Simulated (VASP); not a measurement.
Set up this calculation in VASP 6.6.1, as the native input.

| Item | Value |
| --- | --- |
| Task | single point |
| Functional | PBE |
| Potentials or basis | VASP PAW PBE potentials, release 64 (B, P) |
| Cutoff | 500 eV |
| k mesh | 10 × 10 × 10 |
| Occupations | gaussian, width 0.02 eV |
| Spin | no spin polarisation |
| Dipole correction | no |
| Further INCAR settings | ALGO = Normal; EDIFF = 1e-06; NBANDS = 11 |

The structure of BP (series) lies in POSCAR:

```
BP
1.0
    0.0000000000      2.2690000000      2.2690000000
    2.2690000000      0.0000000000      2.2690000000
    2.2690000000      2.2690000000      0.0000000000
B P
1 1
Direct
    0.0000000000      0.0000000000      0.0000000000
    0.2500000000      0.2500000000      0.2500000000
```

The input as run:

INCAR

```
PREC     = Accurate       # precision mode
ENCUT    = 500            # plane-wave cutoff, eV
EDIFF    = 1E-6           # SCF threshold, eV
ISMEAR   = 0              # smearing method
SIGMA    = 0.02           # smearing width, eV
LREAL    = False          # projectors in reciprocal space
LASPH    = True           # aspherical terms in the spheres
NELM     = 120            # most SCF steps
ALGO     = Normal         # electronic algorithm
ISIF     = 2              # what is computed and relaxed
LWAVE    = False          # write WAVECAR
LCHARG   = False          # write CHGCAR
GGA      = PE             # functional
NBANDS   = 11             # bands
GGA_COMPAT= False
```

KPOINTS

```
Automatic mesh
0
Gamma
  10 10 10
```

Potentials or basis: VASP PAW PBE potentials, release 64 (B, P).

The run is started by

```console
$ cat potpaw_PBE.64/B/POTCAR potpaw_PBE.64/P/POTCAR > POTCAR
$ mpirun -np 1 vasp_std > vasp.out
```

It gave:

```json
{"Pressure": "0.9 GPa", "Band gap on the k mesh": "1.24 eV, indirect (least direct gap 3.40 eV)"}
```

It took 12 s on 1 thread of Intel(R) Xeon(R) Platinum 8259CL CPU @ 2.50GHz (Skylake/Cascade Lake) (shared host), peak memory 0.13 GiB.
